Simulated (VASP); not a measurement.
# BN (Cm) in VASP: a series of runs, part 2 of 3

VASP 6.6.1. Earlier steps stand in the parts before.

## (3) Single point, PBE+D3(BJ) (atom 1 (B) moved by +0.096 Å along [1 2 0] and -0.480 Å along [0 0 1])

File INCAR:

```
SYSTEM = BN
  ALGO = Normal
  EDIFF = 1E-6
  ENCUT = 520
  GGA = PE
  ISIF = 2
  ISMEAR = 0
  IVDW = 12
  LASPH = .True.
  LCHARG = .True.
  LELF = .True.
  LREAL = .False.
  LVHAR = .True.
  LWAVE = .False.
  NBANDS = 16
  NELM = 80
  PREC = Accurate
  SIGMA = 0.05
```

File KPOINTS:

```
k-points
0
Gamma
  12 12 4
  0 0 0
```

File POSCAR:

```
BN
1.0
    2.5061233057      0.0000000000      0.0000000000
   -1.2530616528      2.1703664477      0.0000000000
    0.0000000000      0.0000000000      6.5973571420
B N
2 2
Direct
    0.0221160809      0.0442321619      0.4272435932
    0.3333333333      0.6666666667      0.0000000000
    0.0000000000      0.0000000000      0.0000000000
    0.6666666667      0.3333333333      0.5000000000
```

Potentials or basis: VASP PAW PBE potentials, release 64 (B, N).

The run is started by

```console
> cat potpaw_PBE.64/B/POTCAR potpaw_PBE.64/N/POTCAR > POTCAR
> mpirun -np 1 vasp_std > vasp.out
```

OUTCAR:

```text
SYSTEM = BN
   EDIFF = 1E-6
   ENCUT = 520
   GGA = PE
   ISIF = 2
   ISMEAR = 0
   IVDW = 12
   LASPH = .True.
   LREAL = .False.
   NELM = 80
   PREC = Accurate
 IVDW          = 12

 ion  position               nearest neighbor table
   1  0.022  0.044  0.427-   4 1.48   4 1.48   4 1.62
   2  0.333  0.667  0.000-   3 1.45   3 1.45   3 1.45
   3  0.000  0.000  0.000-   2 1.45   2 1.45   2 1.45
   4  0.667  0.333  0.500-   1 1.48   1 1.48   1 1.62

  LATTYP: Found a hexagonal cell.
 ALAT       =     2.5061233057
 C/A-ratio  =     2.6324950281

  Lattice vectors:

 A1 = (   2.5061233057,   0.0000000000,   0.0000000000)
 A2 = (  -1.2530616528,   2.1703664477,   0.0000000000)
 A3 = (   0.0000000000,   0.0000000000,   6.5973571420)

Analysis of symmetry for initial positions (statically):
=====================================================================
 Subroutine PRICEL returns:
 Original cell was already a primitive cell.

 Routine SETGRP: Setting up the symmetry group for a
 hexagonal supercell.

 Subroutine GETGRP returns: Found  2 space group operations
 (whereof  2 operations were pure point group operations)
 out of a pool of 24 trial point group operations.

The static configuration has the point symmetry C_1h.

Analysis of symmetry for dynamics (positions and initial velocities):
=====================================================================
 Subroutine PRICEL returns:
 Original cell was already a primitive cell.

 Routine SETGRP: Setting up the symmetry group for a
 hexagonal supercell.

 Subroutine GETGRP returns: Found  2 space group operations
 (whereof  2 operations were pure point group operations)
 out of a pool of 24 trial point group operations.

The dynamic configuration has the point symmetry C_1h.

 Subroutine INISYM returns: Found  2 space group operations
 (whereof  2 operations are pure point group operations),
 and found     1 'primitive' translations

----------------------------------------------------------------------------------------

                                     Primitive cell

  volume of cell :      35.8844

  direct lattice vectors                    reciprocal lattice vectors
     2.506123306  0.000000000  0.000000000     0.399022665  0.230375843  0.000000000
    -1.253061653  2.170366448  0.000000000     0.000000000  0.460751686  0.000000000
     0.000000000  0.000000000  6.597357142     0.000000000  0.000000000  0.151575847

  length of vectors
     2.506123306  2.506123306  6.597357142     0.460751686  0.460751686  0.151575847

  position of ions in fractional coordinates (direct lattice)
     0.022116081  0.044232162  0.427243593
     0.333333333  0.666666667  0.000000000
     0.000000000  0.000000000  0.000000000
     0.666666667  0.333333333  0.500000000

  ion indices of the primitive-cell ions
   primitive index   ion index
                 1           1
                 2           2
                 3           3
                 4           4

----------------------------------------------------------------------------------------

 KPOINTS: k-points

Automatic generation of k-mesh.
 Grid dimensions read from file:
 generate k-points for:   12   12    4

 Generating k-lattice:

  Cartesian coordinates                     Fractional coordinates (reciprocal lattice)
     0.033251889  0.019197987  0.000000000     0.083333333 -0.000000000  0.000000000
     0.000000000  0.038395974  0.000000000     0.000000000  0.083333333  0.000000000
     0.000000000  0.000000000  0.037893962     0.000000000  0.000000000  0.250000000

  Length of vectors
     0.038395974  0.038395974  0.037893962

  Shift w.r.t. Gamma in fractional coordinates (k-lattice)
     0.000000000  0.000000000  0.000000000

 Subroutine IBZKPT returns following result:
 ===========================================

 Found    164 irreducible k-points:

 Following reciprocal coordinates:
            Coordinates               Weight
  0.000000  0.000000  0.000000      1.000000
  0.083333  0.000000  0.000000      4.000000
  0.000000  0.083333  0.000000      2.000000
  0.166667  0.000000  0.000000      4.000000
  0.000000  0.166667  0.000000      2.000000
  0.250000  0.000000  0.000000      4.000000
[... 16 lines left out ...]
 -0.083333  0.416667  0.000000      4.000000
 -0.416667  0.333333  0.000000      4.000000
 [... further k-points ...]
   k-points           NKPTS =    164   k-points in BZ     NKDIM =    164   number of bands    NBANDS=     16
   number of dos      NEDOS =    301   number of ions     NIONS =      4
   total plane-waves  NPLWV =  20000
   dimension x,y,z NGX =    20 NGY =   20 NGZ =   50
   dimension x,y,z NGXF=    40 NGYF=   40 NGZF=  100
   ions per type =               2   2
   NGX,Y,Z   is equivalent  to a cutoff of  13.27, 13.27, 12.60 a.u.
   NGXF,Y,Z  is equivalent  to a cutoff of  26.53, 26.53, 25.20 a.u.
 SYSTEM =  BN
   PREC   = accura    normal or accurate (medium, high low for compatibility)
   ISTART =      0    job   : 0-new  1-cont  2-samecut
   ICHARG =      2    charge: 1-file 2-atom 10-const
   ISPIN  =      1    spin polarized calculation?
   LNONCOLLINEAR =      F non collinear calculations
   LSORBIT =      F    spin-orbit coupling
   LASPH  =      T    aspherical Exc in radial PAW
   ENCUT  =  520.0 eV  38.22 Ry    6.18 a.u.   4.66  4.66 12.27*2*pi/ulx,y,z
   NELM   =     80;   NELMIN=  2; NELMDL= -5     # of ELM steps
   EDIFF  = 0.1E-05   stopping-criterion for ELM
   LREAL  =      F    real-space projection
   EDIFFG = 0.1E-04   stopping-criterion for IOM
   NSW    =      0    number of steps for IOM
   IBRION =     -1    ionic relax: 0-MD 1-quasi-New 2-CG
   NFREE  =      0    steps in history (QN), initial steepest desc. (CG)
   ISIF   =      2    stress and relaxation
   ISYM   =      2    0-nonsym 1-usesym 2-fastsym
   POTIM  = 0.5000    time-step for ionic-motion
   TEBEG  =    0.0;   TEEND  =   0.0 temperature during run
   PSTRESS=    0.0 pullay stress
   NELECT =      16.0000    total number of electrons
   NUPDOWN=      -1.0000    fix difference up-down
   EMIN   =  10.00;   EMAX   =-10.00  energy-range for DOS
   EFERMI =   0.00;   METHOD = LEGACY
   ISMEAR =     0;   SIGMA  =   0.05  broadening in eV -4-tet -1-fermi 0-gaus
   EFERMI_NEDOS =   21; number of points for ismear=-14 and -15
   IALGO  =     38    algorithm
   IMIX   =      4    mixing-type and parameters
     AMIX     =   0.40;   BMIX     =  1.00
     AMIX_MAG =   1.60;   BMIX_MAG =  1.00
  volume/ion in A,a.u.               =       8.97        60.54
  Fermi-wavevector in a.u.,A,eV,Ry     =   1.250680  2.363443 21.282251  1.564201
  Thomas-Fermi vector in A             =   2.384663
   LORBIT       =      0    0 simple, 1 ext, 2 COOP (PROOUT), +10 PAW based schemes
   GGA     = PE    functional components
   LHFCALC =     F    Hartree Fock is set to
   AEXX    =    0.0000 exact exchange contribution
   IVDW    =    12    specifies the selected vdW correction
   LEPSILON=     F    determine dielectric tensor
   LRPA    =     F    only Hartree local field effects (RPA)
 non-spin polarized calculation
 Gauss-broadening in eV      SIGMA  =   0.05
  energy-cutoff  :      520.00
  volume of cell :       35.88
 maximum number of plane-waves:       985
   NGX =  9   NGY =  9   NGZ = 25

 number of electron      15.9999998 magnetization

 Free energy of the ion-electron system (eV)
  ---------------------------------------------------
  ext. energy  EPLUGINS =         0.00000000
  ---------------------------------------------------
  free energy    TOTEN  =       -33.47890111 eV

  energy without entropy =      -33.47890111  energy(sigma->0) =      -33.47890111

 E-fermi :   4.0561     XC(G=0): -10.2333

 val. band max:        3.8472009440   @ k =   0.0000   0.0000   0.5000
 cond. band min:       5.8810117343   @ k =   0.5000   0.0000   0.2500
 fundamental gap:      2.0338107903
 Fermi energy:         4.0561396334

 k-point     1 :       0.0000    0.0000    0.0000
  band No.  band energies     occupation
      1     -15.9470      2.00000
      2     -14.3092      2.00000
      3      -4.2762      2.00000
      4      -1.2709      2.00000
      5       0.3855      2.00000
      6       0.3862      2.00000
[... 433 lines left out ...]
      3      -5.8716      2.00000
      4      -4.0878      2.00000
      5      -2.4652      2.00000
      6      -0.7206      2.00000
[... 8 lines left out ...]
     15      17.7662      0.00000
     16      18.4461      0.00000

 [... further k-points ...]

------------------------ aborting loop because EDIFF is reached ----------------------------------------

 Edisp (eV)   -0.57127

 E8    (eV) :    -0.1679

  FORCE on cell =-STRESS in cart. coord.  units (eV):
  Direction    XX          YY          ZZ          XY          YZ          ZX
  --------------------------------------------------------------------------------------
  -------------------------------------------------------------------------------------
  Total       0.28319    -0.00516    -3.46784    -0.00000     0.94925     0.00000
  in kB      12.64393    -0.23058  -154.83312    -0.00000    42.38251     0.00000
  external pressure =      -47.47 kB  Pullay stress =        0.00 kB

 VOLUME and BASIS-vectors are now :
 -----------------------------------------------------------------------------
  energy-cutoff  :      520.00
  volume of cell :       35.88
      direct lattice vectors                 reciprocal lattice vectors
     2.506123306  0.000000000  0.000000000     0.399022665  0.230375843  0.000000000
    -1.253061653  2.170366448  0.000000000     0.000000000  0.460751686  0.000000000
     0.000000000  0.000000000  6.597357142     0.000000000  0.000000000  0.151575847

 POSITION                                       TOTAL-FORCE (eV/Angst)
 -----------------------------------------------------------------------------------
     -0.00000      0.09600      2.81868        -0.000000     -2.042559      6.385340
     -0.00000      1.44691      0.00000         0.000000      0.000687     -0.388814
      0.00000      0.00000      0.00000         0.000000      0.009929      0.323895
      1.25306      0.72346      3.29868         0.000000      2.031942     -6.320420
 -----------------------------------------------------------------------------------
    total drift:                                0.000001      0.000054      0.000400

  FREE ENERGIE OF THE ION-ELECTRON SYSTEM (eV)
  ---------------------------------------------------
  free  energy   TOTEN  =       -34.0501714580 eV

  energy  without entropy=      -34.0501714580  energy(sigma->0) =      -34.05017146
```

OSZICAR:

```text
N       E                     dE             d eps       ncg     rms          rms(c)
DAV:   1     0.416548397332E+02    0.41655E+02   -0.76411E+03  5256   0.924E+02
DAV:   2    -0.339772978469E+02   -0.75632E+02   -0.67575E+02  7304   0.207E+02
DAV:   3    -0.368249588645E+02   -0.28477E+01   -0.28341E+01  6792   0.392E+01
DAV:   4    -0.368412039874E+02   -0.16245E-01   -0.16238E-01  6576   0.325E+00
DAV:   5    -0.368413545977E+02   -0.15061E-03   -0.15061E-03  6752   0.302E-01    0.109E+01
DAV:   6    -0.337977557415E+02    0.30436E+01   -0.48333E+00  7328   0.179E+01    0.487E+00
DAV:   7    -0.335743993610E+02    0.22336E+00   -0.51250E-01  7344   0.569E+00    0.315E+00
DAV:   8    -0.334772208074E+02    0.97179E-01   -0.20461E-01  7560   0.302E+00    0.548E-01
DAV:   9    -0.334784990861E+02   -0.12783E-02   -0.10833E-02  6504   0.806E-01    0.205E-01
DAV:  10    -0.334788410324E+02   -0.34195E-03   -0.16466E-03  7416   0.315E-01    0.364E-02
DAV:  11    -0.334788807247E+02   -0.39692E-04   -0.10510E-04  7136   0.932E-02    0.206E-02
DAV:  12    -0.334788960634E+02   -0.15339E-04   -0.21549E-05  6632   0.382E-02    0.124E-02
DAV:  13    -0.334789010733E+02   -0.50099E-05   -0.86457E-06  6720   0.219E-02    0.167E-03
DAV:  14    -0.334789011062E+02   -0.32885E-07   -0.23913E-07  4880   0.403E-03
   1 F= -.34050171E+02 E0= -.34050171E+02  d E =-.309255E-11
```

It took 93 s on 1 thread of Intel Xeon Platinum 8259CL at 2.50GHz (Skylake/Cascade Lake), shared host; peak memory 0.22 GiB.

Results:

| Item | Value |
| --- | --- |
| Free energy | -34.0502 eV |
| Pressure | -4.7 GPa |
| Largest force | 6.704 eV/Å |
| Band gap on the k mesh | 2.03 eV, indirect (least direct gap 2.06 eV) |
| Dispersion energy per atom | -0.143 eV |

Forces in eV/Å, atoms in the order of the input:
```
B    0.000 -2.043  6.385
B    0.000  0.001 -0.389
N    0.000  0.010  0.324
N    0.000  2.032 -6.320
```

Caveat: the cell differs from its parent crystal (atom 1 (B) moved by +0.096 Å along [1 2 0] and -0.480 Å along [0 0 1]); forces of over 1 eV/Å act on the atoms, so gaps and moduli don't describe the material at rest. A k mesh can miss the band edges.

## (4) Single point, PBE+D3(BJ) (atom 1 (B) moved by -0.096 Å along [1 2 0] and -0.288 Å along [0 0 1])

File INCAR:

```
ALGO = Normal ; EDIFF = 1E-6
ENCUT = 520 ; GGA = PE
ISIF = 2 ; ISMEAR = 0
IVDW = 12 ; LASPH = True
LCHARG = False ; LREAL = False
LWAVE = False ; NBANDS = 16
NELM = 80 ; PREC = Accurate
SIGMA = 0.05
```

File KPOINTS:

```
k-points
0
Gamma
  12 12 4
```

POSCAR: that of step 3 with these lines changed.

```diff
@@ -8,3 +8,3 @@
 Direct
-    0.0221160809      0.0442321619      0.4272435932
+   -0.0221160809     -0.0442321619      0.4563461559
     0.3333333333      0.6666666667      0.0000000000
```

The run is started by

```console
> cat potpaw_PBE.64/B/POTCAR potpaw_PBE.64/N/POTCAR > POTCAR
> mpirun -np 1 vasp_std > vasp.out
```

Wall time 88 s (1 thread of Intel Xeon Platinum 8259CL at 2.50GHz (Skylake/Cascade Lake), shared host); peak memory 0.21 GiB.

Results (log left out):

- Free energy: -34.9872 eV
- Pressure: -0.8 GPa
- Largest force: 5.305 eV/Å
- Band gap on the k mesh: 3.31 eV, indirect (least direct gap 4.08 eV)
- Dispersion energy per atom: -0.142 eV

Forces on the atoms (eV/Å):
```
B    0.000  3.820  3.681
B    0.000 -0.003 -0.248
N    0.000  0.001  0.211
N    0.000 -3.817 -3.644
```

Stress tensor (GPa, compression positive):
```
-2.70  0.00  0.00
 0.00  5.97 -4.88
 0.00 -4.88 -5.59
```

Levels at points of the mesh, in eV from the valence-band top:
```
           k point  band 4  band 5  band 6  band 7  band 8  band 9  band 10  band 11  band 12  band 13
(0.00, 0.00, 0.00)   -4.35   -2.05   -2.05   -1.97    0.00    4.08     9.65     9.96    10.87    10.87
(0.50, 0.00, 0.00)   -8.74   -4.84   -3.94   -1.95   -1.15    3.77     4.85     8.89     9.12    12.33
(0.00, 0.50, 0.00)   -8.99   -4.84   -3.30   -1.85   -0.90    3.34     4.51     9.05     9.51    12.23
(0.00, 0.00, 0.50)   -5.28   -2.05   -2.05   -1.97    0.00    5.73     7.69     9.96    10.87    10.87
(0.50, 0.00, 0.50)   -8.76   -4.84   -3.94   -1.73   -1.27    3.98     4.16     9.04     9.31    12.55
(0.00, 0.50, 0.50)   -9.01   -4.84   -3.30   -1.69   -0.92    3.31     4.03     9.18     9.76    12.78
```

Caveat: the cell differs from its parent crystal (atom 1 (B) moved by -0.096 Å along [1 2 0] and -0.288 Å along [0 0 1]); forces of over 1 eV/Å act on the atoms, so gaps and moduli don't describe the material at rest. A k mesh can miss the band edges.

## (5) Single point, PBE+D3(BJ) (atom 1 (B) moved by -0.096 Å along [1 2 0] and -0.480 Å along [0 0 1])

File INCAR:

```
SYSTEM = BN
ALGO = Normal
EDIFF = 1E-7
ENCUT = 520
GGA = PE
ISIF = 2
ISMEAR = 0
IVDW = 12
LASPH = .True.
LCHARG = .False.
LREAL = .False.
LWAVE = .False.
NBANDS = 16
NELM = 60
PREC = Accurate
SIGMA = 0.05
```

File KPOINTS:

```
k-points
0
Gamma
  12 12 4
  0 0 0
```

POSCAR: that of step 4 with these lines changed.

```diff
@@ -8,3 +8,3 @@
 Direct
-   -0.0221160809     -0.0442321619      0.4563461559
+   -0.0221160809     -0.0442321619      0.4272435932
     0.3333333333      0.6666666667      0.0000000000
```

The run is started by

```console
> cat potpaw_PBE.64/B/POTCAR potpaw_PBE.64/N/POTCAR > POTCAR
> mpirun -np 1 vasp_std > vasp.out
```

It took 90 s on 1 thread of Intel Xeon Platinum 8259CL at 2.50GHz (Skylake/Cascade Lake), shared host; peak memory 0.21 GiB.

The run converged. Its results:

- Free energy: -34.0276 eV
- Pressure: -4.5 GPa
- Largest force: 6.909 eV/Å
- Band gap on the k mesh: 1.90 eV, indirect (least direct gap 2.07 eV)
- Dispersion energy per atom: -0.143 eV

Forces in eV/Å, atoms in the order of the input:
```
B    0.000  2.754  6.337
B    0.000 -0.002 -0.389
N    0.000 -0.007  0.324
N    0.000 -2.746 -6.272
```

Stress tensor (GPa, compression positive):
```
 -0.72   0.00   0.00
  0.00   2.58  -5.78
  0.00  -5.78 -15.38
```

Levels at points of the mesh, in eV from the valence-band top:
```csv
k point,band 5,band 6,band 7,band 8,band 9,band 10,band 11,band 12
"(0.00, 0.00, 0.00)",-3.45,-3.45,-1.69,0.00,2.07,8.37,9.22,9.48
"(0.50, 0.00, 0.00)",-6.23,-3.74,-3.31,-2.04,2.34,3.25,7.60,7.95
"(0.00, 0.50, 0.00)",-6.23,-3.29,-3.20,-1.89,1.94,3.14,7.73,8.31
"(0.00, 0.00, 0.50)",-3.45,-3.45,-1.69,0.00,3.44,6.76,9.23,9.48
"(0.50, 0.00, 0.50)",-6.23,-3.74,-3.16,-2.05,2.48,2.64,7.70,8.19
"(0.00, 0.50, 0.50)",-6.23,-3.20,-3.15,-1.86,1.90,2.68,7.81,8.66
```

Caveat: the cell differs from its parent crystal (atom 1 (B) moved by -0.096 Å along [1 2 0] and -0.480 Å along [0 0 1]); forces of over 1 eV/Å act on the atoms, so gaps and moduli don't describe the material at rest. A k mesh can miss the band edges.

(Continued in part 3 of 3.)
